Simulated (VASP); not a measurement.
# ZrO in VASP: a series of runs

ZrO is run at these levels: PBE+D3(BJ); tasks: single point, relaxation of cell and atoms.

Everything below comes from runs of VASP 6.6.1. Logs are shortened: lines on timing, memory, paths and dates and some standing lists are left out, and cuts for length are marked.

**1. The cell of the first run**

The typed cell holds 8 atoms: a = 3.601 Å, b = 3.601 Å, c = 9.671 Å, α = 90.00°, β = 90.00°, γ = 90.00°.

**2. Single point, PBE+D3(BJ)**

Input file INCAR:

```
ALGO = Normal
EDIFF = 1E-6
ENCUT = 600
GGA = PE
GGA_COMPAT = False
ISIF = 2
ISMEAR = 0
IVDW = 12
LASPH = True
LCHARG = False
LREAL = False
LWAVE = False
NBANDS = 46
NELM = 120
PREC = Accurate
SIGMA = 0.1
```

Input file KPOINTS:

```
k-points
0
Gamma
  6 6 2
```

Input file POSCAR:

```
ZrO
1.0
    2.5465146554     -2.5465146630      0.0000000000
    2.5465146554      2.5465146630      0.0000000000
    0.0000000000      0.0000000000      9.6709192023
Zr O
4 4
Direct
    0.0001078057     -0.0001078057     -0.0030296715
   -0.0001078057      0.0001078057      0.4969703285
    0.4998918775      0.5001081225      0.2600297399
    0.5001081225      0.4998918775      0.7600297399
    0.9998893594      0.5001107837      0.3784999657
    0.0001106406      0.4998892163      0.8784999657
    0.4998892163      0.0001106406      0.3784999657
    0.5001107837      0.9998893594      0.8784999657
```

Potentials or basis: VASP PAW PBE potentials, release 64 (Zr_sv, O).

Command:

```
$ cat potpaw_PBE.64/Zr_sv/POTCAR potpaw_PBE.64/O/POTCAR > POTCAR
$ mpirun -np 1 vasp_std > vasp.out
```

OUTCAR:

```text
EDIFF = 1E-6
   ENCUT = 600
   GGA = PE
   ISIF = 2
   ISMEAR = 0
   IVDW = 12
   LASPH = True
   LREAL = False
   NELM = 120
   PREC = Accurate
 IVDW          = 12

 ion  position               nearest neighbor table
   1  0.000  1.000  0.997-   6 2.13   8 2.13   8 2.13   6 2.13   4 3.43   4 3.43   4 3.43   4 3.43
                             3 3.60   3 3.60   3 3.60   3 3.60
   2  1.000  0.000  0.497-   5 2.13   7 2.13   5 2.13   7 2.13   3 3.43   3 3.43   3 3.43   3 3.43
                             4 3.60   4 3.60   4 3.60   4 3.60
   3  0.500  0.500  0.260-   5 2.13   7 2.13   7 2.13   5 2.13   2 3.43   2 3.43   2 3.43   2 3.43
                             1 3.60   1 3.60   1 3.60   1 3.60
   4  0.500  0.500  0.760-   6 2.13   8 2.13   6 2.13   8 2.13   1 3.43   1 3.43   1 3.43   1 3.43
                             2 3.60   2 3.60   2 3.60   2 3.60
   5  1.000  0.500  0.378-   2 2.13   3 2.13   3 2.13   2 2.13
   6  0.000  0.500  0.878-   1 2.13   4 2.13   4 2.13   1 2.13
   7  0.500  0.000  0.378-   2 2.13   3 2.13   3 2.13   2 2.13
   8  0.500  1.000  0.878-   1 2.13   4 2.13   4 2.13   1 2.13

  LATTYP: Found a simple tetragonal cell.
 ALAT       =     3.6013155678
 C/A-ratio  =     2.6853851100

  Lattice vectors:

 A1 = (   2.5465146554,  -2.5465146630,   0.0000000000)
 A2 = (   2.5465146554,   2.5465146630,   0.0000000000)
 A3 = (   0.0000000000,   0.0000000000,   9.6709192023)

Analysis of symmetry for initial positions (statically):
=====================================================================
 Subroutine PRICEL returns:
 Original cell was already a primitive cell.

 Routine SETGRP: Setting up the symmetry group for a
 simple tetragonal supercell.

 Subroutine GETGRP returns: Found  8 space group operations
 (whereof  2 operations were pure point group operations)
 out of a pool of 16 trial point group operations.

The static configuration has the point symmetry C_1h.
 The point group associated with its full space group is D_2h.

Analysis of symmetry for dynamics (positions and initial velocities):
=====================================================================
 Subroutine PRICEL returns:
 Original cell was already a primitive cell.

 Routine SETGRP: Setting up the symmetry group for a
 simple tetragonal supercell.

 Subroutine GETGRP returns: Found  8 space group operations
 (whereof  2 operations were pure point group operations)
 out of a pool of 16 trial point group operations.

The dynamic configuration has the point symmetry C_1h.
 The point group associated with its full space group is D_2h.

 Subroutine INISYM returns: Found  8 space group operations
 (whereof  2 operations are pure point group operations),
 and found     1 'primitive' translations

----------------------------------------------------------------------------------------

                                     Primitive cell

  volume of cell :     125.4267

  direct lattice vectors                    reciprocal lattice vectors
     2.546514655 -2.546514663  0.000000000     0.196346799 -0.196346798  0.000000000
     2.546514655  2.546514663  0.000000000     0.196346799  0.196346798  0.000000000
     0.000000000  0.000000000  9.670919202     0.000000000  0.000000000  0.103402787

  length of vectors
     3.601315568  3.601315568  9.670919202     0.277676305  0.277676305  0.103402787

  position of ions in fractional coordinates (direct lattice)
     0.000107806  0.999892194  0.996970328
     0.999892194  0.000107806  0.496970328
     0.499891877  0.500108123  0.260029740
     0.500108123  0.499891877  0.760029740
     0.999889359  0.500110784  0.378499966
     0.000110641  0.499889216  0.878499966
     0.499889216  0.000110641  0.378499966
     0.500110784  0.999889359  0.878499966

  ion indices of the primitive-cell ions
   primitive index   ion index
                 1           1
                 2           2
                 3           3
                 4           4
                 5           5
                 6           6
                 7           7
                 8           8

----------------------------------------------------------------------------------------

 KPOINTS: k-points

Automatic generation of k-mesh.
 Grid dimensions read from file:
 generate k-points for:    6    6    2

 Generating k-lattice:

  Cartesian coordinates                     Fractional coordinates (reciprocal lattice)
     0.032724466 -0.032724466  0.000000000     0.166666667  0.000000000  0.000000000
     0.032724466  0.032724466  0.000000000     0.000000000  0.166666667  0.000000000
     0.000000000  0.000000000  0.051701394     0.000000000  0.000000000  0.500000000

  Length of vectors
     0.046279384  0.046279384  0.051701394

  Shift w.r.t. Gamma in fractional coordinates (k-lattice)
     0.000000000  0.000000000  0.000000000

 Subroutine IBZKPT returns following result:
 ===========================================

 Found     26 irreducible k-points:

 Following reciprocal coordinates:
            Coordinates               Weight
  0.000000  0.000000  0.000000      1.000000
  0.166667 -0.000000  0.000000      4.000000
  0.333333  0.000000  0.000000      4.000000
  0.500000  0.000000  0.000000      2.000000
  0.166667  0.166667  0.000000      2.000000
 -0.166667  0.166667  0.000000      2.000000
[... 16 lines left out ...]
  0.333333  0.333333  0.500000      2.000000
 -0.333333  0.333333  0.500000      2.000000
 [... further k-points ...]
   k-points           NKPTS =     26   k-points in BZ     NKDIM =     26   number of bands    NBANDS=     46
   number of dos      NEDOS =    301   number of ions     NIONS =      8
   total plane-waves  NPLWV =  72000
   dimension x,y,z NGX =    30 NGY =   30 NGZ =   80
   dimension x,y,z NGXF=    60 NGYF=   60 NGZF=  160
   ions per type =               4   4
   NGX,Y,Z   is equivalent  to a cutoff of  13.85, 13.85, 13.75 a.u.
   NGXF,Y,Z  is equivalent  to a cutoff of  27.70, 27.70, 27.50 a.u.
 SYSTEM =  unknown system
   PREC   = accura    normal or accurate (medium, high low for compatibility)
   ISTART =      0    job   : 0-new  1-cont  2-samecut
   ICHARG =      2    charge: 1-file 2-atom 10-const
   ISPIN  =      1    spin polarized calculation?
   LNONCOLLINEAR =      F non collinear calculations
   LSORBIT =      F    spin-orbit coupling
   LASPH  =      T    aspherical Exc in radial PAW
   ENCUT  =  600.0 eV  44.10 Ry    6.64 a.u.   7.19  7.19 19.32*2*pi/ulx,y,z
   NELM   =    120;   NELMIN=  2; NELMDL= -5     # of ELM steps
   EDIFF  = 0.1E-05   stopping-criterion for ELM
   LREAL  =      F    real-space projection
   EDIFFG = 0.1E-04   stopping-criterion for IOM
   NSW    =      0    number of steps for IOM
   IBRION =     -1    ionic relax: 0-MD 1-quasi-New 2-CG
   NFREE  =      0    steps in history (QN), initial steepest desc. (CG)
   ISIF   =      2    stress and relaxation
   ISYM   =      2    0-nonsym 1-usesym 2-fastsym
   POTIM  = 0.5000    time-step for ionic-motion
   TEBEG  =    0.0;   TEEND  =   0.0 temperature during run
   PSTRESS=    0.0 pullay stress
   NELECT =      72.0000    total number of electrons
   NUPDOWN=      -1.0000    fix difference up-down
   EMIN   =  10.00;   EMAX   =-10.00  energy-range for DOS
   EFERMI =   0.00;   METHOD = LEGACY
   ISMEAR =     0;   SIGMA  =   0.10  broadening in eV -4-tet -1-fermi 0-gaus
   EFERMI_NEDOS =   21; number of points for ismear=-14 and -15
   IALGO  =     38    algorithm
   IMIX   =      4    mixing-type and parameters
     AMIX     =   0.40;   BMIX     =  1.00
     AMIX_MAG =   1.60;   BMIX_MAG =  1.00
  volume/ion in A,a.u.               =      15.68       105.80
  Fermi-wavevector in a.u.,A,eV,Ry     =   1.360574  2.571113 25.186597  1.851163
  Thomas-Fermi vector in A             =   2.487225
   LORBIT       =      0    0 simple, 1 ext, 2 COOP (PROOUT), +10 PAW based schemes
   GGA     = PE    functional components
   LHFCALC =     F    Hartree Fock is set to
   AEXX    =    0.0000 exact exchange contribution
   IVDW    =    12    specifies the selected vdW correction
   LEPSILON=     F    determine dielectric tensor
   LRPA    =     F    only Hartree local field effects (RPA)
 non-spin polarized calculation
 Gauss-broadening in eV      SIGMA  =   0.10
  energy-cutoff  :      600.00
  volume of cell :      125.43
 maximum number of plane-waves:      4212
 NGX is ok and might be reduce to    30
   NGX = 15   NGY = 15   NGZ = 39

 number of electron      72.0000009 magnetization

 Free energy of the ion-electron system (eV)
  ---------------------------------------------------
  ext. energy  EPLUGINS =         0.00000000
  ---------------------------------------------------
  free energy    TOTEN  =       -73.10759197 eV

  energy without entropy =      -73.08530642  energy(sigma->0) =      -73.09644919

 E-fermi :   8.4165     XC(G=0): -10.9564

 val. band max:        8.4037154985   @ k =   0.1667  -0.0000   0.0000
 cond. band min:       8.4333580041   @ k =  -0.3333   0.3333   0.0000
 fundamental gap:      0.0296425056
 Fermi energy:         8.4165312492

 k-point     1 :       0.0000    0.0000    0.0000
  band No.  band energies     occupation
      1     -41.6753      2.00000
      2     -41.6561      2.00000
      3     -41.6121      2.00000
      4     -41.5929      2.00000
      5     -20.1265      2.00000
      6     -20.0243      2.00000
[... 38 lines left out ...]
     45      11.0815      0.00000
     46      11.1658      0.00000

 k-point     2 :       0.1667   -0.0000    0.0000
  band No.  band energies     occupation
      1     -41.6661      2.00000
      2     -41.6494      2.00000
      3     -41.6113      2.00000
      4     -41.5947      2.00000
      5     -20.1178      2.00000
      6     -20.0930      2.00000
[... 38 lines left out ...]
     45      11.1122      0.00000
     46      11.1971      0.00000

 k-point     3 :       0.3333    0.0000    0.0000
  band No.  band energies     occupation
      1     -41.6436      2.00000
      2     -41.6338      2.00000
      3     -41.6118      2.00000
      4     -41.6023      2.00000
      5     -20.2122      2.00000
      6     -20.1356      2.00000
[... 38 lines left out ...]
     45      11.3145      0.00000
     46      11.6281      0.00000

 k-point     4 :       0.5000    0.0000    0.0000
  band No.  band energies     occupation
      1     -41.6192      2.00000
      2     -41.6192      2.00000
      3     -41.6190      2.00000
      4     -41.6190      2.00000
      5     -20.2305      2.00000
      6     -20.2305      2.00000
[... 920 lines left out ...]
     45      11.9458      0.00000
     46      11.9462      0.00000

 k-point    23 :       0.3333    0.3333    0.5000
  band No.  band energies     occupation
      1     -41.6200      2.00000
      2     -41.6200      2.00000
      3     -41.6034      2.00000
      4     -41.6034      2.00000
      5     -20.2498      2.00000
      6     -20.2498      2.00000
[... 38 lines left out ...]
     45      12.0036      0.00000
     46      12.0276      0.00000

 k-point    24 :      -0.3333    0.3333    0.5000
  band No.  band energies     occupation
      1     -41.6200      2.00000
      2     -41.6200      2.00000
      3     -41.6034      2.00000
      4     -41.6034      2.00000
      5     -20.2498      2.00000
      6     -20.2498      2.00000
[... 38 lines left out ...]
     45      12.0035      0.00000
     46      12.1193      0.00000

 [... further k-points ...]

------------------------ aborting loop because EDIFF is reached ----------------------------------------

 Edisp (eV)   -2.37147

 E8    (eV) :    -1.0962

  FORCE on cell =-STRESS in cart. coord.  units (eV):
  Direction    XX          YY          ZZ          XY          YZ          ZX
  --------------------------------------------------------------------------------------
  -------------------------------------------------------------------------------------
  Total       0.12596     0.12596     0.06386     0.00000    -0.00000     0.00000
  in kB       1.60898     1.60897     0.81569     0.00000    -0.00000     0.00000
  external pressure =        1.34 kB  Pullay stress =        0.00 kB

 VOLUME and BASIS-vectors are now :
 -----------------------------------------------------------------------------
  energy-cutoff  :      600.00
  volume of cell :      125.43
      direct lattice vectors                 reciprocal lattice vectors
     2.546514655 -2.546514663  0.000000000     0.196346799 -0.196346798  0.000000000
     2.546514655  2.546514663  0.000000000     0.196346799  0.196346798  0.000000000
     0.000000000  0.000000000  9.670919202     0.000000000  0.000000000  0.103402787

 POSITION                                       TOTAL-FORCE (eV/Angst)
 -----------------------------------------------------------------------------------
      2.54651      2.54597      9.64162        -0.000000      0.000262      0.045722
      2.54651     -2.54597      4.80616        -0.000000     -0.000262      0.045722
      2.54651      0.00055      2.51473        -0.000000     -0.000262     -0.045722
      2.54651     -0.00055      7.35019        -0.000000      0.000262     -0.045722
      3.81977     -1.27269      3.66044        -0.000000     -0.000620     -0.000000
      1.27326      1.27269      8.49590         0.000000      0.000620     -0.000000
      1.27326     -1.27269      3.66044         0.000000     -0.000620      0.000000
      3.81977      1.27269      8.49590         0.000000      0.000620      0.000000
 -----------------------------------------------------------------------------------
    total drift:                               -0.000000      0.002201      0.003568

  FREE ENERGIE OF THE ION-ELECTRON SYSTEM (eV)
  ---------------------------------------------------
  free  energy   TOTEN  =       -75.4790634117 eV

  energy  without entropy=      -75.4567778662  energy(sigma->0) =      -75.46792064
```

Wall time 4.7 min (1 thread of Intel Xeon 8259CL, shared host); peak memory 0.34 GiB.

Results:

```
Free energy                : -75.4791 eV
Pressure                   : 0.1 GPa
Largest force              : 0.046 eV/Å
Band gap on the k mesh     : zero (bands 36 and 37 overlap by 1.24 eV)
Dispersion energy per atom : -0.296 eV
```

Forces in eV/Å, atoms in the order of the input:
```
Zr   0.000  0.000  0.046
Zr   0.000  0.000  0.046
Zr   0.000  0.000 -0.046
Zr   0.000  0.000 -0.046
O    0.000 -0.001  0.000
O    0.000  0.001  0.000
O    0.000 -0.001  0.000
O    0.000  0.001  0.000
```

Stress tensor (GPa, compression positive):
```
0.16 0.00 0.00
0.00 0.16 0.00
0.00 0.00 0.08
```

**3. Relaxation of cell and atoms, PBE+D3(BJ)**

This run uses another cell than the first one, of 24.04 Å³/atom.

Input file INCAR:

```
SYSTEM = ZrO
ALGO = Normal ; EDIFF = 1E-7
EDIFFG = -0.05 ; ENCUT = 600
GGA = PE ; GGA_COMPAT = .FALSE.
IBRION = 2 ; ISIF = 3
ISMEAR = 0 ; IVDW = 12
LASPH = .TRUE. ; LCHARG = .FALSE.
LREAL = .FALSE. ; LWAVE = .FALSE.
NELM = 120 ; NELMIN = 4
NSW = 80 ; PREC = Accurate
SIGMA = 0.1
```

Input file KPOINTS:

```
k-points
0
G
  6 6 2
  0 0 0
```

Input file POSCAR:

```
ZrO
1.0
    3.0147621473     -3.0147537687      0.0000000000
    3.0147621473      3.0147537687      0.0000000000
    0.0000000000      0.0000000000     10.5784300591
Zr O
4 4
Direct
   -0.0001094671      0.0001094671      0.0002320639
    0.0001094671     -0.0001094671      0.5002320639
    0.5001267597      0.4998732403      0.2567722137
    0.4998732403      0.5001267597      0.7567722137
    1.0001760411      0.4998149234      0.3784978611
   -0.0001760411      0.5001850766      0.8784978611
    0.5001850766     -0.0001760411      0.3784978611
    0.4998149234      1.0001760411      0.8784978611
```

Potentials or basis: VASP PAW PBE potentials, release 64 (Zr_sv, O).

Command:

```
$ cat potpaw_PBE.64/Zr_sv/POTCAR potpaw_PBE.64/O/POTCAR > POTCAR
$ mpirun -np 1 vasp_std > vasp.out
```

Wall time 63 min (1 thread of Intel Xeon 8259CL, shared host); peak memory 0.5 GiB.

It converged, with:

- Free energy: -75.5528 eV
- Relaxed volume: 15.70 Å³/atom
- Relaxed cell: a = 3.602 Å, b = 3.602 Å, c = 9.683 Å, α = 90.00°, β = 90.00°, γ = 90.00°
- Space group after relaxing (to 0.1 Å): P4/nmm (No. 129)
- Energy gained by relaxing: 1202.1 meV/atom
- Ionic steps: 10
- Pressure after relaxing: -0.1 GPa
- Largest force after relaxing: 0.029 eV/Å
- Band gap on the k mesh: zero (bands 36 and 37 overlap by 1.23 eV)
- Dispersion energy per atom: -0.296 eV

Forces on the atoms (eV/Å):
```
Zr   0.000 -0.001 -0.029
Zr   0.000  0.001 -0.029
Zr   0.000  0.001  0.029
Zr   0.000 -0.001  0.029
O    0.000  0.000  0.000
O    0.000  0.000  0.000
O    0.000  0.000  0.000
O    0.000  0.000  0.000
```

Stress tensor (GPa, compression positive):
```
-0.07  0.00  0.00
 0.00 -0.07  0.00
 0.00  0.00 -0.23
```

Step by step:
| step | energy change (eV) | largest force (eV/Å) | pressure (GPa) | volume (Å³) |
| --- | --- | --- | --- | --- |
| 1 | 0.0000 | 3.5537 | -28.96 | 192.29 |
| 2 | 1.2802 | 12.2826 | 112.86 | 94.71 |
| 3 | -9.4572 | 0.1474 | -5.58 | 132.21 |
| 4 | -9.5130 | 0.4983 | -2.74 | 130.00 |
| 5 | -9.5236 | 0.7305 | -0.83 | 128.62 |
| 6 | -9.5955 | 0.1818 | -0.59 | 126.77 |
| 7 | -9.6049 | 0.1010 | -0.43 | 125.87 |
| 8 | -9.6120 | 0.0957 | 1.18 | 124.76 |
| 9 | -9.6123 | 0.0646 | 0.94 | 124.93 |
| 10 | -9.6166 | 0.0291 | -0.12 | 125.62 |

Final structure:
```yaml
crystal:
  lattice:
    - [2.54689, -2.54689, 0.00000]
    - [2.54689, 2.54689, 0.00000]
    - [0.00000, 0.00000, 9.68333]
  atoms:
    - { symbol: Zr, position: [0.99987, 0.00013, 0.99717] }
    - { symbol: Zr, position: [0.00013, 0.99987, 0.49717] }
    - { symbol: Zr, position: [0.50014, 0.49986, 0.25983] }
    - { symbol: Zr, position: [0.49986, 0.50014, 0.75983] }
    - { symbol: O, position: [0.00012, 0.49987, 0.37850] }
    - { symbol: O, position: [0.99987, 0.50013, 0.87850] }
    - { symbol: O, position: [0.50013, 0.99987, 0.37850] }
    - { symbol: O, position: [0.49987, 0.00012, 0.87850] }
```

Levels at points of the mesh, in eV from the Fermi level:
```csv
k point,band 32,band 33,band 34,band 35,band 36,band 37,band 38,band 39,band 40,band 41
"(0.00, 0.00, 0.00)",-4.58,-2.66,-1.30,-0.13,0.89,0.99,1.15,1.40,1.76,2.14
"(0.50, 0.00, 0.00)",-5.59,-1.51,-1.51,-0.92,-0.92,1.01,1.01,1.76,1.76,1.90
"(0.50, 0.50, 0.00)",-4.64,-0.88,-0.88,-0.85,-0.85,-0.34,-0.34,-0.17,-0.17,2.13
"(0.00, 0.00, 0.50)",-4.65,-2.15,-2.15,0.62,0.62,1.15,1.15,1.48,1.48,2.28
"(0.50, 0.00, 0.50)",-5.61,-1.24,-1.24,-1.24,-1.24,1.34,1.34,1.34,1.34,1.86
"(0.50, 0.50, 0.50)",-4.65,-0.86,-0.86,-0.86,-0.86,-0.24,-0.24,-0.24,-0.24,2.46
```

Caveat: the volume moved by over 15 % at a fixed basis, so the end points are rough; the relaxation stopped at a loose force limit of 0.05 eV/Å, so its end isn't a converged minimum.

The gap in the log of VASP goes by the Fermi energy; the results here count the filled bands.